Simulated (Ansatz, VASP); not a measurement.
## One calculation of TaBr, two programs

Contents of INCAR:

```
SYSTEM = TaBr
PREC = Accurate
ENCUT = 600
EDIFF = 1E-7
ISMEAR = 0
SIGMA = 0.1
LREAL = .FALSE.
LASPH = .TRUE.
NELM = 150
ALGO = Normal
ISIF = 3
LWAVE = .FALSE.
LCHARG = .FALSE.
ISPIN = 2
MAGMOM = 1 0
LORBIT = 11
LMAXMIX = 4
GGA = PE
IBRION = 2
NSW = 90
EDIFFG = -0.04
```

Contents of KPOINTS:

```
regular mesh
0
G
  4 4 4
  0 0 0
```

File POSCAR:

```
TaBr
1.0
    3.7635387800      0.0000000000      0.0000000000
    0.0000000000      3.7635387800      0.0000000000
    0.0000000000      0.0000000000      3.7635387800
Ta Br
1 1
Direct
    0.5000000000      0.5000000000      0.5000000000
    0.0000000000      0.0000000000      0.0000000000
```

Input for Ansatz:

```yaml
crystal:
  lattice:
    - [3.76353878, 0.0, 0.0]
    - [0.0, 3.76353878, 0.0]
    - [0.0, 0.0, 3.76353878]
  atoms:
    - { symbol: Ta, position: [0.5, 0.5, 0.5], spin: 1.0 }
    - { symbol: Br, position: [0.0, 0.0, 0.0] }
basis:
  ecutwfc: 420
kpoints:
  mp_grid: { grid: [4, 4, 4] }
hamiltonian:
  xc: pbe
scf:
  occupations: { method: gaussian, width: 0.1 }
  lower_state_search: "off"
output:
  forces: true
  stress: true
  eigenvalues: true
  populations: true
magnetization:
  spin_polarized: true
relax:
  adjacent_minimum: "off"
  f_tol: 0.04
  max_steps: 70
  cell: { stress_tol: 0.4 }
```

Change from the starting cell: species swapped into the TiRu type (Pm-3m, No. 221).

Alike in both runs: task relaxation of cell and atoms; functional PBE; k mesh 4 × 4 × 4; occupations gaussian, width 0.1 eV; collinear spin.

|  | VASP | Ansatz |
| --- | --- | --- |
| version | VASP 6.6.1 | Ansatz 0.2.0 |
| potentials or method | VASP PAW PBE potentials, release 64 (Ta_pv, Br), cutoff 600 eV | scalar-relativistic, plane waves, PAW |
| valence electrons in the cell | 18 | 20 |

```csv
,VASP,Ansatz,Ansatz less VASP
"gap on the k mesh at the Fermi level, each at its own relaxed structure (eV)",none,none,-
net moment per atom (μB),0.00,0.00,0.000
relaxed volume (Å³/atom),18.31,18.26,-0.048
relaxed length of the cell vector where the two differ most in proportion (Å),3.321,3.318,-0.0029
```

A gap of «none» marks a metal or a gap that the smearing closes. VASP's potentials hold 18 valence electrons a cell and Ansatz's 20, so a difference there can come from the potentials and not from the codes. Ansatz's warnings: seeded moment not kept.

The k mesh is coarse, so the values compare programs but aren't converged. Neither program's run includes spin-orbit coupling. Noted on VASP's run: the volume moved by over 15 % at a fixed basis, so the end points are rough.
